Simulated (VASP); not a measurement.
# ZnS (Cc) in VASP: notebook

Runs on ZnS. Level: r2SCAN. Tasks: single point.

Everything below comes from runs of VASP 6.6.1. Logs are shortened: lines on timing, memory, paths and dates and some standing lists are left out, and cuts for length are marked.

### Step 1. The cell of the first run

The structure is monoclinic, space group Cc (No. 9). Conventional cell: a = 6.593 Å, b = 3.807 Å, c = 12.491 Å, α = 90.00°, β = 90.00°, γ = 90.00°. Zn (site symmetry 1) has 4 S at 2.33 to 2.34 Å within 3.1 Å. Within 2.8 Å of Zn (site symmetry 1) lie 4 S at 2.13 to 2.54 Å. S (site symmetry 1) has 4 Zn at 2.13 to 2.54 Å within 2.8 Å. Within 3.1 Å of S (site symmetry 1) lie 4 Zn at 2.33 to 2.34 Å.

### Step 2. Single point, r2SCAN (atoms displaced along a vibrational mode)

Input file POSCAR:

```
ZnS
1.0
    3.8067217473      0.0000000000      0.0000000000
   -1.9033608736      3.2967177383      0.0000000000
    0.0000000000      0.0000000000     12.4914703042
Zn S
4 4
Direct
    0.3323786363      0.6666666667      0.0026940355
    0.3342880304      0.6666666667      0.5026940355
    0.6464173496      0.3333333333      0.2526940355
    0.6869159837      0.3333333333      0.7526940355
    0.3793046471      0.6666666667      0.1898059645
    0.2873620195      0.6666666667      0.6898059645
    0.6666666667      0.3333333333      0.4398059645
    0.6666666667      0.3333333333      0.9398059645
```

Input file INCAR.step1:

```
SYSTEM = ZnS
ALGO = Normal
EDIFF = 1E-4
ENCUT = 520
GGA = PE
ISMEAR = 0
LASPH = .True.
LCHARG = .False.
LREAL = .False.
LWAVE = .True.
NBANDS = 46
NELM = 60
PREC = Accurate
SIGMA = 0.05
```

Input file INCAR.step2:

```
SYSTEM = ZnS
ALGO = Normal
EDIFF = 1E-7
ENCUT = 520
ISIF = 2
ISMEAR = 0
ISTART = 1
LASPH = .True.
LCHARG = .False.
LMIXTAU = .True.
LREAL = .False.
LWAVE = .False.
METAGGA = R2SCAN
NBANDS = 46
NELM = 60
PREC = Accurate
SIGMA = 0.05
```

Input file KPOINTS:

```
k-points
0
Gamma
  6 6 2
  0 0 0
```

Potentials or basis: VASP PAW PBE potentials, release 64 (Zn, S).

The run is started by

```console
> cat potpaw_PBE.64/Zn/POTCAR potpaw_PBE.64/S/POTCAR > POTCAR
> cp INCAR.step1 INCAR
> mpirun -np 1 vasp_std > vasp.out
> cp INCAR.step2 INCAR
> mpirun -np 1 vasp_std > vasp.out
```

OUTCAR:

```text
SYSTEM = ZnS
   EDIFF = 1E-7
   ENCUT = 520
   ISIF = 2
   ISMEAR = 0
   ISTART = 1
   LASPH = .True.
   LREAL = .False.
   METAGGA = R2SCAN
   NELM = 60
   PREC = Accurate

 ion  position               nearest neighbor table
   1  0.332  0.667  0.003-   8 2.33   8 2.33   8 2.34   5 2.34
   2  0.334  0.667  0.503-   7 2.33   7 2.33   7 2.34   6 2.34
   3  0.646  0.333  0.253-   5 2.13   7 2.34   5 2.35   5 2.54
   4  0.687  0.333  0.753-   6 2.13   8 2.34   6 2.35   6 2.54
   5  0.379  0.667  0.190-   3 2.13   1 2.34   3 2.35   3 2.54
   6  0.287  0.667  0.690-   4 2.13   2 2.34   4 2.35   4 2.54
   7  0.667  0.333  0.440-   2 2.33   2 2.33   2 2.34   3 2.34
   8  0.667  0.333  0.940-   1 2.33   1 2.33   1 2.34   4 2.34

  LATTYP: Found a hexagonal cell.
 ALAT       =     3.8067217473
 C/A-ratio  =     3.2814245783

  Lattice vectors:

 A1 = (   3.8067217473,   0.0000000000,   0.0000000000)
 A2 = (  -1.9033608736,   3.2967177383,   0.0000000000)
 A3 = (   0.0000000000,   0.0000000000,  12.4914703042)

Analysis of symmetry for initial positions (statically):
=====================================================================
 Subroutine PRICEL returns:
 Original cell was already a primitive cell.

 Routine SETGRP: Setting up the symmetry group for a
 hexagonal supercell.

 Subroutine GETGRP returns: Found  2 space group operations
 (whereof  1 operations were pure point group operations)
 out of a pool of 24 trial point group operations.

The static configuration has the point symmetry C_1 .
 The point group associated with its full space group is C_1h.

Analysis of symmetry for dynamics (positions and initial velocities):
=====================================================================
 Subroutine PRICEL returns:
 Original cell was already a primitive cell.

 Routine SETGRP: Setting up the symmetry group for a
 hexagonal supercell.

 Subroutine GETGRP returns: Found  2 space group operations
 (whereof  1 operations were pure point group operations)
 out of a pool of 24 trial point group operations.

The dynamic configuration has the point symmetry C_1 .
 The point group associated with its full space group is C_1h.

 Subroutine INISYM returns: Found  2 space group operations
 (whereof  1 operations are pure point group operations),
 and found     1 'primitive' translations

----------------------------------------------------------------------------------------

[... 103 lines left out ...]
   NELM   =     60;   NELMIN=  2; NELMDL=  0     # of ELM steps
   EDIFF  = 0.1E-06   stopping-criterion for ELM
   LREAL  =      F    real-space projection
   EDIFFG = 0.1E-05   stopping-criterion for IOM
   NSW    =      0    number of steps for IOM
   IBRION =     -1    ionic relax: 0-MD 1-quasi-New 2-CG
   NFREE  =      0    steps in history (QN), initial steepest desc. (CG)
   ISIF   =      2    stress and relaxation
   ISYM   =      2    0-nonsym 1-usesym 2-fastsym
   POTIM  = 0.5000    time-step for ionic-motion
   TEBEG  =    0.0;   TEEND  =   0.0 temperature during run
   PSTRESS=    0.0 pullay stress
   NELECT =      72.0000    total number of electrons
   NUPDOWN=      -1.0000    fix difference up-down
   EMIN   =  10.00;   EMAX   =-10.00  energy-range for DOS
   EFERMI =   0.00;   METHOD = LEGACY
   ISMEAR =     0;   SIGMA  =   0.05  broadening in eV -4-tet -1-fermi 0-gaus
   EFERMI_NEDOS =   21; number of points for ismear=-14 and -15
   IALGO  =     38    algorithm
   IMIX   =      4    mixing-type and parameters
     AMIX     =   0.40;   BMIX     =  1.00
     AMIX_MAG =   1.60;   BMIX_MAG =  1.00
  volume/ion in A,a.u.               =      19.60       132.24
  Fermi-wavevector in a.u.,A,eV,Ry     =   1.263097  2.386908 21.706940  1.595415
  Thomas-Fermi vector in A             =   2.396472
   LORBIT       =      0    0 simple, 1 ext, 2 COOP (PROOUT), +10 PAW based schemes
   METAGGA = R2SCAN    functional components
   LHFCALC =     F    Hartree Fock is set to
   AEXX    =    0.0000 exact exchange contribution
   IVDW    =     0    specifies the selected vdW correction
   LEPSILON=     F    determine dielectric tensor
   LRPA    =     F    only Hartree local field effects (RPA)
 non-spin polarized calculation
 Gauss-broadening in eV      SIGMA  =   0.05
  energy-cutoff  :      520.00
  volume of cell :      156.76
 maximum number of plane-waves:      4251
   NGX = 15   NGY = 15   NGZ = 47

 number of electron      71.9999991 magnetization

 Free energy of the ion-electron system (eV)
  ---------------------------------------------------
  ext. energy  EPLUGINS =         0.00000000
  ---------------------------------------------------
  free energy    TOTEN  =       -75.03115988 eV

  energy without entropy =      -75.03115988  energy(sigma->0) =      -75.03115988

 E-fermi :   2.2109     XC(G=0): -10.3065

 val. band max:        1.9380848151   @ k =   0.0000   0.0000   0.0000
 cond. band min:       4.7026862102   @ k =   0.0000   0.0000   0.0000
 fundamental gap:      2.7646013950
 Fermi energy:         2.2109429566

 k-point     1 :       0.0000    0.0000    0.0000
  band No.  band energies     occupation
      1     -11.8707      2.00000
      2     -11.4580      2.00000
      3     -11.4063      2.00000
      4     -10.9122      2.00000
      5      -4.8375      2.00000
      6      -4.8305      2.00000
[... 1165 lines left out ...]
     45       9.3527      0.00000
     46       9.5674      0.00000

 [... further k-points ...]
[... 5 lines left out ...]
  --------------------------------------------------------------------------------------
  -------------------------------------------------------------------------------------
  Total        2.3275747      0.9488309      0.4650891      0.0000000     -0.9984666     -0.0000000
  in kB       23.7885385      9.6973474      4.7533553      0.0000000    -10.2046392     -0.0000000
  external PRESSURE =      12.7464137 kB  Pullay stress =       0.0000000 kB

 VOLUME and BASIS-vectors are now :
 -----------------------------------------------------------------------------
  energy-cutoff  :      520.00
  volume of cell :      156.76
      direct lattice vectors                 reciprocal lattice vectors
     3.806721747  0.000000000  0.000000000     0.262693222  0.151666002  0.000000000
    -1.903360874  3.296717738  0.000000000     0.000000000  0.303332005  0.000000000
     0.000000000  0.000000000 12.491470304     0.000000000  0.000000000  0.080054627

 POSITION                                       TOTAL-FORCE (eV/Angst)
 -----------------------------------------------------------------------------------
     -0.00363      2.19781      0.03365         0.070474     -0.006428      0.030532
      0.00363      2.19781      6.27939        -0.070474     -0.006428      0.030532
      1.82628      1.09891      3.15652         1.598073     -0.649411      0.420575
      1.98044      1.09891      9.40226        -1.598073     -0.649411      0.420575
      0.17500      2.19781      2.37096        -1.756075      0.676463     -0.443167
     -0.17500      2.19781      8.61669         1.756075      0.676463     -0.443167
      1.90336      1.09891      5.49382        -0.000100     -0.020623     -0.007940
      1.90336      1.09891     11.73956         0.000100     -0.020623     -0.007940
 -----------------------------------------------------------------------------------
    total drift:                                0.000054      0.004213      0.032065

  FREE ENERGIE OF THE ION-ELECTRON SYSTEM (eV)
  ---------------------------------------------------
  free  energy   TOTEN  =       -75.0311598813 eV

  energy  without entropy=      -75.0311598813  energy(sigma->0) =      -75.03115988
```

Wall time 9.7 min (1 thread of Oxide Virtual Turin-like, shared host); peak memory 0.34 GiB.

What came out:

```yaml
Free_energy: -75.0312 eV
Pressure: 1.3 GPa
Largest_force: 1.933 eV/Å
Band_gap_on_the_k_mesh: 2.76 eV
```

Forces in eV/Å, atoms in the order of the input:
```
Zn   0.070 -0.006  0.031
Zn  -0.070 -0.006  0.031
Zn   1.598 -0.649  0.421
Zn  -1.598 -0.649  0.421
S   -1.756  0.676 -0.443
S    1.756  0.676 -0.443
S    0.000 -0.021 -0.008
S    0.000 -0.021 -0.008
```

Levels at points of the mesh, in eV from the valence-band top:
| k point | band 33 | band 34 | band 35 | band 36 | band 37 | band 38 | band 39 | band 40 |
| --- | --- | --- | --- | --- | --- | --- | --- | --- |
| (0.00, 0.00, 0.00) | -0.44 | -0.07 | -0.01 | 0.00 | 2.76 | 3.61 | 4.07 | 4.11 |
| (0.50, 0.00, 0.00) | -1.69 | -1.65 | -1.51 | -0.91 | 3.82 | 3.91 | 4.08 | 4.77 |
| (0.00, 0.50, 0.00) | -1.71 | -1.68 | -1.39 | -0.85 | 3.89 | 3.93 | 3.96 | 4.69 |
| (0.00, 0.00, 0.50) | -0.27 | -0.27 | -0.06 | -0.06 | 3.63 | 3.63 | 3.78 | 3.78 |
| (0.50, 0.00, 0.50) | -1.67 | -1.34 | -1.14 | -1.12 | 3.74 | 3.90 | 4.08 | 4.28 |
| (0.00, 0.50, 0.50) | -1.52 | -1.52 | -1.04 | -1.04 | 3.85 | 3.85 | 4.12 | 4.12 |

Caveat: the cell differs from its parent crystal (atoms displaced along a vibrational mode); the PAW data sets were made with another functional, which shifts forces and pressure a little.

### Step 3. Single point, r2SCAN (atoms displaced along a vibrational mode)

Input file POSCAR:

```
ZnS
1.0
    3.8067217473      0.0000000000      0.0000000000
   -1.9033608736      3.2967177383      0.0000000000
    0.0000000000      0.0000000000     12.4914703042
Zn S
4 4
Direct
    0.3326514069      0.6666666667      0.0026940355
    0.3340152598      0.6666666667      0.5026940355
    0.6522028688      0.3333333333      0.2526940355
    0.6811304645      0.3333333333      0.7526940355
    0.3661699860      0.6666666667      0.1898059645
    0.3004966806      0.6666666667      0.6898059645
    0.6666666667      0.3333333333      0.4398059645
    0.6666666667      0.3333333333      0.9398059645
```

Input file INCAR.step1:

```
SYSTEM = ZnS
PREC = Accurate ; ENCUT = 520
ISMEAR = 0 ; SIGMA = 0.05
LREAL = .False. ; LASPH = .True.
NELM = 100 ; NBANDS = 46
GGA = PE ; ALGO = Normal
EDIFF = 1E-4 ; LWAVE = .True.
LCHARG = .False.
```

Input file INCAR.step2:

```
SYSTEM = ZnS
PREC = Accurate ; ENCUT = 520
EDIFF = 1E-6 ; ISMEAR = 0
SIGMA = 0.05 ; LREAL = .False.
LASPH = .True. ; NELM = 100
ALGO = Normal ; ISIF = 2
LWAVE = .False. ; LCHARG = .True.
METAGGA = R2SCAN ; LMIXTAU = .True.
LELF = .True. ; LVHAR = .True.
NBANDS = 46 ; ISTART = 1
```

Input file KPOINTS:

```
Automatic mesh
0
Gamma
  6 6 2
  0 0 0
```

Potentials or basis: VASP PAW PBE potentials, release 64 (Zn, S).

The run is started by

```console
> cat potpaw_PBE.64/Zn/POTCAR potpaw_PBE.64/S/POTCAR > POTCAR
> cp INCAR.step1 INCAR
> mpirun -np 1 vasp_std > vasp.out
> cp INCAR.step2 INCAR
> mpirun -np 1 vasp_std > vasp.out
```

OUTCAR:

```text
SYSTEM = ZnS
   PREC = Accurate
   ENCUT = 520
   EDIFF = 1E-6
   ISMEAR = 0
   LREAL = .False.
   LASPH = .True.
   NELM = 100
   ISIF = 2
   METAGGA = R2SCAN
   ISTART = 1

 ion  position               nearest neighbor table
   1  0.333  0.667  0.003-   8 2.33   8 2.33   8 2.34   5 2.34
   2  0.334  0.667  0.503-   7 2.33   7 2.33   7 2.34   6 2.34
   3  0.652  0.333  0.253-   5 2.19   7 2.34   5 2.34   5 2.48
   4  0.681  0.333  0.753-   6 2.19   8 2.34   6 2.34   6 2.48
   5  0.366  0.667  0.190-   3 2.19   1 2.34   3 2.34   3 2.48
   6  0.300  0.667  0.690-   4 2.19   2 2.34   4 2.34   4 2.48
   7  0.667  0.333  0.440-   2 2.33   2 2.33   2 2.34   3 2.34
   8  0.667  0.333  0.940-   1 2.33   1 2.33   1 2.34   4 2.34
[... 1391 lines left out ...]
  in kB       12.2374664      4.8480202      2.3494005      0.0000000     -5.1459777     -0.0000000
  external PRESSURE =       6.4782957 kB  Pullay stress =       0.0000000 kB

 VOLUME and BASIS-vectors are now :
 -----------------------------------------------------------------------------
  energy-cutoff  :      520.00
  volume of cell :      156.76
      direct lattice vectors                 reciprocal lattice vectors
     3.806721747  0.000000000  0.000000000     0.262693222  0.151666002  0.000000000
    -1.903360874  3.296717738  0.000000000     0.000000000  0.303332005  0.000000000
     0.000000000  0.000000000 12.491470304     0.000000000  0.000000000  0.080054627

 POSITION                                       TOTAL-FORCE (eV/Angst)
 -----------------------------------------------------------------------------------
     -0.00260      2.19781      0.03365         0.050716     -0.005904      0.016282
      0.00260      2.19781      6.27939        -0.050716     -0.005904      0.016282
      1.84830      1.09891      3.15652         1.074427     -0.318058      0.213789
      1.95842      1.09891      9.40226        -1.074427     -0.318058      0.213789
      0.12500      2.19781      2.37096        -1.198385      0.336945     -0.223671
     -0.12500      2.19781      8.61669         1.198385      0.336945     -0.223671
      1.90336      1.09891      5.49382        -0.000145     -0.012982     -0.006400
      1.90336      1.09891     11.73956         0.000145     -0.012982     -0.006400
 -----------------------------------------------------------------------------------
    total drift:                               -0.000004      0.022136      0.035949

  FREE ENERGIE OF THE ION-ELECTRON SYSTEM (eV)
  ---------------------------------------------------
  free  energy   TOTEN  =       -75.2374574652 eV

  energy  without entropy=      -75.2374574652  energy(sigma->0) =      -75.23745747
```

OUTCAR.step1:

```text
SYSTEM = ZnS
   PREC = Accurate
   ENCUT = 520
   ISMEAR = 0
   LREAL = .False.
   LASPH = .True.
   NELM = 100
[... 1422 lines left out ...]
     -0.12500      2.19781      8.61669         1.205111      0.335040     -0.216766
      1.90336      1.09891      5.49382         0.002265     -0.010111     -0.002189
      1.90336      1.09891     11.73956        -0.002265     -0.010111     -0.002189
 -----------------------------------------------------------------------------------
    total drift:                               -0.000004      0.001170     -0.000770

  FREE ENERGIE OF THE ION-ELECTRON SYSTEM (eV)
  ---------------------------------------------------
  free  energy   TOTEN  =       -27.1382690610 eV

  energy  without entropy=      -27.1382690610  energy(sigma->0) =      -27.13826906
```

Run time: 8.7 min. Hardware: 1 thread of Oxide Virtual Turin-like, shared host; peak memory 0.33 GiB.

Results:

```
Free energy            : -75.2375 eV
Pressure               : 0.6 GPa
Largest force          : 1.265 eV/Å
Band gap on the k mesh : 2.77 eV
```

Forces in eV/Å, atoms in the order of the input:
```
Zn   0.051 -0.006  0.016
Zn  -0.051 -0.006  0.016
Zn   1.074 -0.318  0.214
Zn  -1.074 -0.318  0.214
S   -1.198  0.337 -0.224
S    1.198  0.337 -0.224
S    0.000 -0.013 -0.006
S    0.000 -0.013 -0.006
```

Stress tensor (GPa, compression positive):
```
 1.22  0.00  0.00
 0.00  0.48 -0.51
 0.00 -0.51  0.23
```

Levels at points of the mesh, in eV from the valence-band top:
```tsv
k point	band 33	band 34	band 35	band 36	band 37	band 38	band 39	band 40
(0.00, 0.00, 0.00)	-0.45	-0.08	-0.01	0.00	2.77	3.62	4.09	4.11
(0.50, 0.00, 0.00)	-1.68	-1.66	-1.56	-0.91	3.88	3.94	4.07	4.77
(0.00, 0.50, 0.00)	-1.70	-1.67	-1.49	-0.88	3.92	3.94	4.00	4.73
(0.00, 0.00, 0.50)	-0.23	-0.23	-0.08	-0.08	3.64	3.64	3.78	3.78
(0.50, 0.00, 0.50)	-1.60	-1.35	-1.15	-1.13	3.79	3.93	4.10	4.27
(0.00, 0.50, 0.50)	-1.49	-1.49	-1.09	-1.09	3.87	3.87	4.15	4.15
```

Caveat: the cell differs from its parent crystal (atoms displaced along a vibrational mode); the PAW data sets were made with another functional, which shifts forces and pressure a little.
